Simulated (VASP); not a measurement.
# Bi (Pm-3m) in VASP: density of states with PBE

Aim: the density of states of Bi with PBE.

Everything below comes from runs of VASP 6.6.1. Logs are shortened: lines on timing, memory, paths and dates and some standing lists are left out, and cuts for length are marked.

### Step 1. The cell of the first run

It takes space group Pm-3m (No. 221, cubic). The conventional cell has a = 3.274 Å, b = 3.274 Å, c = 3.274 Å, α = 90.00°, β = 90.00°, γ = 90.00°. Within 4.3 Å of Bi (site symmetry m-3m) lie 6 Bi at 3.27 Å.

### Step 2. Density of states, PBE

Contents of POSCAR:

```
Bi
1.0
    3.2743131036      0.0000000000      0.0000000000
    0.0000000000      3.2743131036      0.0000000000
    0.0000000000      0.0000000000      3.2743131036
Bi
1
Direct
    0.5000000000      0.5000000000      0.5000000000
```

Contents of INCAR.step1:

```
  ALGO = Normal
  EDIFF = 1E-6
  ENCUT = 520
  GGA = PE
  ISIF = 2
  ISMEAR = 0
  LASPH = True
  LCHARG = True
  LREAL = False
  LWAVE = False
  NBANDS = 14
  NELM = 100
  PREC = Accurate
  SIGMA = 0.1
```

Contents of KPOINTS.step1:

```
k-points
0
Gamma
  16 16 16
```

Contents of INCAR.step2:

```
  ALGO = Normal
  EDIFF = 1E-6
  ENCUT = 520
  GGA = PE
  ICHARG = 11
  ISIF = 2
  ISMEAR = -5
  LASPH = True
  LCHARG = False
  LORBIT = 10
  LREAL = False
  LWAVE = False
  NEDOS = 1001
  NELM = 100
  PREC = Accurate
  SIGMA = 0.1
```

Contents of KPOINTS.step2:

```
k-points
0
Gamma
  24 24 24
```

Potentials or basis: VASP PAW PBE potentials, release 64 (Bi_d).

On the command line:

```sh
$ cat potpaw_PBE.64/Bi_d/POTCAR > POTCAR
$ cp INCAR.step1 INCAR
$ cp KPOINTS.step1 KPOINTS
$ mpirun -np 1 vasp_std > vasp.out
$ cp INCAR.step2 INCAR
$ cp KPOINTS.step2 KPOINTS
$ mpirun -np 1 vasp_std > vasp.out
```

OUTCAR:

```text
EDIFF = 1E-6
   ENCUT = 520
   GGA = PE
   ICHARG = 11
   ISIF = 2
   ISMEAR = -5
   LASPH = True
   LORBIT = 10
   LREAL = False
   NELM = 100
   PREC = Accurate

 ion  position               nearest neighbor table
   1  0.500  0.500  0.500-

  LATTYP: Found a simple cubic cell.
 ALAT       =     3.2743131036

  Lattice vectors:

 A1 = (   3.2743131036,   0.0000000000,   0.0000000000)
 A2 = (   0.0000000000,   3.2743131036,   0.0000000000)
 A3 = (   0.0000000000,   0.0000000000,   3.2743131036)

Analysis of symmetry for initial positions (statically):
=====================================================================
 Subroutine PRICEL returns:
 Original cell was already a primitive cell.

 Routine SETGRP: Setting up the symmetry group for a
 simple cubic supercell.

 Subroutine GETGRP returns: Found 48 space group operations
 (whereof 48 operations were pure point group operations)
 out of a pool of 48 trial point group operations.

The static configuration has the point symmetry O_h .

Analysis of symmetry for dynamics (positions and initial velocities):
=====================================================================
 Subroutine PRICEL returns:
 Original cell was already a primitive cell.

 Routine SETGRP: Setting up the symmetry group for a
 simple cubic supercell.

 Subroutine GETGRP returns: Found 48 space group operations
 (whereof 48 operations were pure point group operations)
 out of a pool of 48 trial point group operations.

The dynamic configuration has the point symmetry O_h .

 Subroutine INISYM returns: Found 48 space group operations
 (whereof 48 operations are pure point group operations),
 and found     1 'primitive' translations

----------------------------------------------------------------------------------------

                                     Primitive cell

  volume of cell :      35.1043

  direct lattice vectors                    reciprocal lattice vectors
     3.274313104  0.000000000  0.000000000     0.305407567  0.000000000  0.000000000
     0.000000000  3.274313104  0.000000000     0.000000000  0.305407567  0.000000000
     0.000000000  0.000000000  3.274313104     0.000000000  0.000000000  0.305407567

  length of vectors
     3.274313104  3.274313104  3.274313104     0.305407567  0.305407567  0.305407567

  position of ions in fractional coordinates (direct lattice)
     0.500000000  0.500000000  0.500000000

  ion indices of the primitive-cell ions
   primitive index   ion index
                 1           1
[... 83 lines left out ...]
   TEBEG  =    0.0;   TEEND  =   0.0 temperature during run
   PSTRESS=    0.0 pullay stress
   NELECT =      15.0000    total number of electrons
   NUPDOWN=      -1.0000    fix difference up-down
   EMIN   =  10.00;   EMAX   =-10.00  energy-range for DOS
   EFERMI =   0.00;   METHOD = LEGACY
   ISMEAR =    -5;   SIGMA  =   0.10  broadening in eV -4-tet -1-fermi 0-gaus
   EFERMI_NEDOS =   21; number of points for ismear=-14 and -15
   IALGO  =     38    algorithm
   IMIX   =      4    mixing-type and parameters
     AMIX     =   0.40;   BMIX     =  1.00
     AMIX_MAG =   1.60;   BMIX_MAG =  1.00
  volume/ion in A,a.u.               =      35.10       236.90
  Fermi-wavevector in a.u.,A,eV,Ry     =   1.233062  2.330150 20.686880  1.520443
  Thomas-Fermi vector in A             =   2.367808
   LORBIT       =     10    0 simple, 1 ext, 2 COOP (PROOUT), +10 PAW based schemes
   GGA     = PE    functional components
   LHFCALC =     F    Hartree Fock is set to
   AEXX    =    0.0000 exact exchange contribution
   IVDW    =     0    specifies the selected vdW correction
   LEPSILON=     F    determine dielectric tensor
   LRPA    =     F    only Hartree local field effects (RPA)
 non-spin polarized calculation
 Fermi weights with tetrahedron method with Bloechl corrections
  energy-cutoff  :      520.00
  volume of cell :       35.10
 maximum number of plane-waves:       968

 number of electron      14.9999991 magnetization

 Free energy of the ion-electron system (eV)
  ---------------------------------------------------
  ext. energy  EPLUGINS =         0.00000000
  ---------------------------------------------------
  free energy    TOTEN  =        -3.84329427 eV

  energy without entropy =       -3.84329427  energy(sigma->0) =       -3.84329427

 E-fermi :   6.3159     XC(G=0):  -9.5852

 val. band max:        6.4058614993   @ k =   0.4167   0.2917   0.2917
 cond. band min:       6.1715782345   @ k =   0.2500   0.2500   0.2500
 fundamental gap:     -0.2342832648
 Fermi energy:         6.3159388074

 k-point     1 :       0.0000    0.0000    0.0000
  band No.  band energies     occupation
      1     -16.5905      2.00000
      2     -16.5905      2.00000
      3     -16.2891      2.00000
      4     -16.2891      2.00000
      5     -16.2891      2.00000
      6      -6.6375      2.00000
      7       9.4336      0.00000
      8       9.4336      0.00000
      9       9.4336      0.00000
     10      12.5449      0.00000
     11      14.1014      0.00000
[... 309 lines left out ...]
 k-point    24 :       0.4583    0.0417    0.0000
  band No.  band energies     occupation
      1     -16.5749      2.00000
      2     -16.3667      2.00000
      3     -16.3649      2.00000
      4     -16.3405      2.00000
      5     -16.2843      2.00000
      6      -4.8566      2.00000
      7       1.6385      2.00000
      8      10.8993      0.00000
      9      11.2231      0.00000
     10      15.5256      0.00000
     11      16.1593      0.00000

 [... further k-points ...]

------------------------ aborting loop because EDIFF is reached ----------------------------------------

  FORCE on cell =-STRESS in cart. coord.  units (eV):
  Direction    XX          YY          ZZ          XY          YZ          ZX
  --------------------------------------------------------------------------------------
  -------------------------------------------------------------------------------------
  Total        0.0325861      0.0325861      0.0325861      0.0000000      0.0000000      0.0000000
  in kB        1.4872455      1.4872455      1.4872455      0.0000000      0.0000000      0.0000000
  external PRESSURE =       1.4872455 kB  Pullay stress =       0.0000000 kB

 VOLUME and BASIS-vectors are now :
 -----------------------------------------------------------------------------
  energy-cutoff  :      520.00
  volume of cell :       35.10
      direct lattice vectors                 reciprocal lattice vectors
     3.274313104  0.000000000  0.000000000     0.305407567  0.000000000  0.000000000
     0.000000000  3.274313104  0.000000000     0.000000000  0.305407567  0.000000000
     0.000000000  0.000000000  3.274313104     0.000000000  0.000000000  0.305407567

 POSITION                                       TOTAL-FORCE (eV/Angst)
 -----------------------------------------------------------------------------------
      1.63716      1.63716      1.63716         0.000000      0.000000      0.000000
 -----------------------------------------------------------------------------------
    total drift:                                0.000000     -0.000000     -0.000000

  FREE ENERGIE OF THE ION-ELECTRON SYSTEM (eV)
  ---------------------------------------------------
  free  energy   TOTEN  =        -3.8432942729 eV

  energy  without entropy=       -3.8432942729  energy(sigma->0) =       -3.84329427

 total charge

# of ion       s       p       d       tot
------------------------------------------
    1        1.537   1.316   9.912  12.765
```

OUTCAR.step1:

```text
EDIFF = 1E-6
   ENCUT = 520
   GGA = PE
   ISIF = 2
   ISMEAR = 0
[... 624 lines left out ...]

 POSITION                                       TOTAL-FORCE (eV/Angst)
 -----------------------------------------------------------------------------------
      1.63716      1.63716      1.63716         0.000000      0.000000      0.000000
 -----------------------------------------------------------------------------------
    total drift:                                0.000000     -0.000000     -0.000000

  FREE ENERGIE OF THE ION-ELECTRON SYSTEM (eV)
  ---------------------------------------------------
  free  energy   TOTEN  =        -3.8405812043 eV

  energy  without entropy=       -3.8374343418  energy(sigma->0) =       -3.83900777
```

OSZICAR.step1:

```text
N       E                     dE             d eps       ncg     rms          rms(c)
DAV:   1     0.118678700661E+03    0.11868E+03   -0.80164E+03  4632   0.122E+03
DAV:   2     0.376061400488E+01   -0.11492E+03   -0.11021E+03  4908   0.334E+02
DAV:   3    -0.364447716557E+01   -0.74051E+01   -0.73683E+01  5874   0.839E+01
DAV:   4    -0.383395908460E+01   -0.18948E+00   -0.18945E+00  6388   0.143E+01
DAV:   5    -0.383940698871E+01   -0.54479E-02   -0.54478E-02  6348   0.212E+00    0.540E-01
DAV:   6    -0.383936286353E+01    0.44125E-04   -0.77841E-03  6668   0.110E+00    0.325E-01
DAV:   7    -0.384044028402E+01   -0.10774E-02   -0.33263E-03  6222   0.824E-01    0.849E-02
DAV:   8    -0.384057814361E+01   -0.13786E-03   -0.33512E-04  6030   0.233E-01    0.108E-02
DAV:   9    -0.384058250237E+01   -0.43588E-05   -0.16688E-05  6118   0.454E-02    0.482E-03
DAV:  10    -0.384058101038E+01    0.14920E-05   -0.25878E-06  5490   0.213E-02    0.872E-04
DAV:  11    -0.384058120426E+01   -0.19387E-06   -0.18309E-07  3810   0.678E-03
   1 F= -.38405812E+01 E0= -.38390078E+01  d E =-.314686E-02
```

It took 48 s on 1 thread of Intel Xeon 6975P-C (Granite Rapids), shared host; peak memory 0.27 GiB.

What came out:

```yaml
Valence_electrons_inside_the_program's_atomic_spheres: Bi 12.77
```

Caveat: spin-orbit coupling is left out, which moves the levels of the heavy elements; tetrahedron occupations give inexact forces and stress in metals.
